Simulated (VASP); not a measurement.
Here is a VASP 6.6.1 calculation.

Contents of INCAR:

```
  PREC = Accurate
  ENCUT = 520
  EDIFF = 1E-6
  ISMEAR = 0
  SIGMA = 0.1
  LREAL = Auto
  LASPH = True
  NELM = 60
  ALGO = Normal
  ISIF = 2
  LWAVE = False
  LCHARG = False
  LDIPOL = True
  IDIPOL = 3
  DIPOL = 0.5 0.5 0.321
  NBANDS = 44
```

The input KPOINTS:

```
regular mesh
0
Gamma
  6 4 1
```

POSCAR

```
LiBe24
1.0
    4.4524297775      0.0000000000      0.0000000000
    0.0000000000      7.0331519566      0.0000000000
    0.0000000000      0.0000000000     19.7998741761
Be Li
24 1
Direct
    0.0000000000      0.3750000000      0.2020214858
    0.0000000000      0.8750000000      0.2020214858
    0.5000000000      0.3750000000      0.2020214858
    0.5000000000      0.8750000000      0.2020214858
    0.2500000000      0.1250000000      0.2344789084
    0.2500000000      0.6250000000      0.2344789084
    0.7500000000      0.1250000000      0.2344789084
    0.7500000000      0.6250000000      0.2344789084
    0.2500000000      0.3750000000      0.2993937535
    0.2500000000      0.8750000000      0.2993937535
    0.7500000000      0.3750000000      0.2993937535
    0.7500000000      0.8750000000      0.2993937535
    0.0000000000      0.1250000000      0.3261495638
    0.0000000000      0.6250000000      0.3261495638
    0.5000000000      0.1250000000      0.3261495638
    0.5000000000      0.6250000000      0.3261495638
    0.0000000000      0.3750000000      0.3969669031
    0.0000000000      0.8750000000      0.3969669031
    0.5000000000      0.3750000000      0.3969669031
    0.5000000000      0.8750000000      0.3969669031
    0.2500000000      0.1250000000      0.4191882283
    0.2500000000      0.6250000000      0.4191882283
    0.7500000000      0.1250000000      0.4191882283
    0.7500000000      0.6250000000      0.4191882283
    0.3333333333      0.3750000000      0.5043014409
```

Potentials or basis: VASP PAW LDA potentials, release 64 (Be, Li_sv).

The run is started by

```bash
$ cat potpaw_LDA.64/Be/POTCAR potpaw_LDA.64/Li_sv/POTCAR > POTCAR
$ mpirun -np 1 vasp_std > vasp.out
```

Q: What does it give for the band gap on the k mesh?

A: Zero (an odd number of electrons rules out a gap without spin polarisation).

Q: Estimate the largest force.

A: 0.716 eV/Å.

Forces in eV/Å, atoms in the order of the input:
```
Be  -0.003  0.000  0.569
Be   0.015  0.000  0.554
Be   0.000  0.000  0.575
Be  -0.020  0.000  0.586
Be  -0.002  0.030 -0.716
Be  -0.002 -0.030 -0.716
Be  -0.001  0.046 -0.681
Be  -0.001 -0.046 -0.681
Be   0.025  0.000  0.186
Be   0.001  0.000  0.135
Be  -0.013  0.000  0.251
Be  -0.002  0.000  0.108
Be  -0.003 -0.040  0.019
Be  -0.003  0.040  0.019
Be  -0.012 -0.069 -0.072
Be  -0.012  0.069 -0.072
Be   0.077  0.000  0.305
Be  -0.003  0.000  0.051
Be   0.052  0.000 -0.270
Be   0.011  0.000  0.040
Be   0.024 -0.169 -0.242
Be   0.024  0.169 -0.242
Be  -0.072  0.028  0.139
Be  -0.072 -0.028  0.139
Li  -0.011  0.000  0.014
```
